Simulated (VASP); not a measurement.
Wanted: the native input for a VASP 6.6.1 run.

| Quantity | Value |
| --- | --- |
| Task | single point |
| Functional | PBE |
| Potentials or basis | VASP PAW PBE potentials, release 64 (K_sv, C) |
| Cutoff | 520 eV |
| k mesh | 4 × 4 × 4 |
| Occupations | gaussian, width 0.1 eV |
| Spin | no spin polarisation |
| Dipole correction | no |
| Further INCAR settings | ALGO = Normal; EDIFF = 1e-06; NBANDS = 26 |

The structure of KC2 lies in POSCAR:

```
KC2
1.0
    3.6499564262     -3.1016974139      0.0000000000
    3.6499564262      3.1016974139      0.0000000000
    0.0000000000      0.0000000000      6.1986177275
K C
2 4
Direct
    0.7499283296      0.2500716704      0.2500000000
    0.2500716704      0.7499283296      0.7500000000
    0.1635217407      0.6636723998      0.2500000000
    0.3363276002      0.8364782593      0.2500000000
    0.8364782593      0.3363276002      0.7500000000
    0.6636723998      0.1635217407      0.7500000000
```

The input as run:

INCAR

```
PREC     = Accurate       # precision mode
ENCUT    = 520            # plane-wave cutoff, eV
EDIFF    = 1E-6           # SCF threshold, eV
ISMEAR   = 0              # smearing method
SIGMA    = 0.1            # smearing width, eV
LREAL    = F              # projectors in reciprocal space
LASPH    = T              # aspherical terms in the spheres
NELM     = 100            # most SCF steps
ALGO     = Normal         # electronic algorithm
ISIF     = 2              # what is computed and relaxed
LWAVE    = F              # write WAVECAR
LCHARG   = F              # write CHGCAR
GGA      = PE             # functional
NBANDS   = 26             # bands
```

KPOINTS

```
regular mesh
0
Gamma
  4 4 4
```

Potentials or basis: VASP PAW PBE potentials, release 64 (K_sv, C).

Run with:

```sh
$ cat potpaw_PBE.64/K_sv/POTCAR potpaw_PBE.64/C/POTCAR > POTCAR
$ mpirun -np 1 vasp_std > vasp.out
```

Results of the run:

```
Pressure               : 0.2 GPa
Largest force          : 0.078 eV/Å
Band gap on the k mesh : zero (band 17 reaches -2.14 eV, above the bottom of band 18 at -2.52 eV)
```

Run time: 49 s on 1 thread of Intel(R) Xeon(R) Platinum 8488C (Sapphire Rapids) (shared host), peak memory 0.26 GiB.
